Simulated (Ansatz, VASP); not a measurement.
Two plane-wave programs on KCl

INCAR

```
SYSTEM = KCl
PREC     = Accurate       ! precision mode
ENCUT    = 520            ! plane-wave cutoff, eV
EDIFF    = 1E-6           ! SCF threshold, eV
ISMEAR   = 0              ! smearing method
SIGMA    = 0.05           ! smearing width, eV
LREAL    = .FALSE.        ! projectors in reciprocal space
LASPH    = .TRUE.         ! aspherical terms in the spheres
NELM     = 80             ! most SCF steps
ALGO     = Normal         ! electronic algorithm
ISIF     = 2              ! what is computed and relaxed
LWAVE    = .FALSE.        ! write WAVECAR
LCHARG   = .FALSE.        ! write CHGCAR
GGA      = PE             ! functional
NBANDS   = 15             ! bands
```

Contents of KPOINTS:

```
Automatic mesh
0
G
  10 10 10
  0 0 0
```

File POSCAR:

```
KCl
1.0
    0.0000000000      3.1560997118      3.1560997118
    3.1560997118      0.0000000000      3.1560997118
    3.1560997118      3.1560997118      0.0000000000
K Cl
1 1
Direct
    0.0000000000      0.0000000000      0.0000000000
    0.5000000000      0.5000000000      0.5000000000
```

Input for Ansatz:

```yaml
crystal:
  lattice:
    - [0.0, 3.1560997118, 3.1560997118]
    - [3.1560997118, 0.0, 3.1560997118]
    - [3.1560997118, 3.1560997118, 0.0]
  atoms:
    - { symbol: K, position: [0.0, 0.0, 0.0] }
    - { symbol: Cl, position: [0.5, 0.5, 0.5] }
basis:
  ecutwfc: 420
  ecutrho_ratio: 4
kpoints:
  mp_grid: { grid: [10, 10, 10] }
hamiltonian:
  xc: pbe
scf:
  occupations: { method: gaussian, width: 0.05 }
output:
  forces: true
  stress: true
  eigenvalues: true
```

Alike in both runs: task single point; functional PBE; k mesh 10 × 10 × 10; occupations gaussian, width 0.05 eV; no spin polarisation.

|  | VASP | Ansatz |
| --- | --- | --- |
| version | VASP 6.6.1 | Ansatz 0.2.0 |
| potentials or method | VASP PAW PBE potentials, release 64 (K_sv, Cl), cutoff 520 eV | scalar-relativistic, plane waves, PAW |
| valence electrons in the cell | 16 | 16 |

|  | VASP | Ansatz | Ansatz less VASP |
| --- | --- | --- | --- |
| gap on the k mesh at the Fermi level (eV) | 5.16 | 5.16 | +0.002 |
| least direct gap on the mesh (eV) | 5.16 | 5.16 | +0.002 |
| pressure (GPa) | 0.6 | 0.6 | -0.03 |

The functional is the same, so the differences come from potentials, cutoffs and numerics.
